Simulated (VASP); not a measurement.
Here is a VASP 6.6.1 calculation.

Contents of INCAR:

```
SYSTEM = Ag
PREC = Accurate
ENCUT = 520
EDIFF = 1E-6
ISMEAR = 0
SIGMA = 0.016
LREAL = .FALSE.
LASPH = .TRUE.
NELM = 80
ALGO = Normal
ISIF = 2
LWAVE = .FALSE.
LCHARG = .TRUE.
GGA = PE
LELF = .TRUE.
LVHAR = .TRUE.
NBANDS = 12
```

File KPOINTS:

```
Automatic mesh
0
G
  11 11 11
  0 0 0
```

Contents of POSCAR:

```
Ag
1.0
    0.0000000000      2.0427500000      2.0427500000
    2.0427500000      0.0000000000      2.0427500000
    2.0427500000      2.0427500000      0.0000000000
Ag
1
Direct
    0.0000000000      0.0000000000      0.0000000000
```

Potentials or basis: VASP PAW PBE potentials, release 64 (Ag).

The run is started by

```console
$ cat potpaw_PBE.64/Ag/POTCAR > POTCAR
$ mpirun -np 1 vasp_std > vasp.out
```

Task: Predict the pressure.

Result: 4.1 GPa.
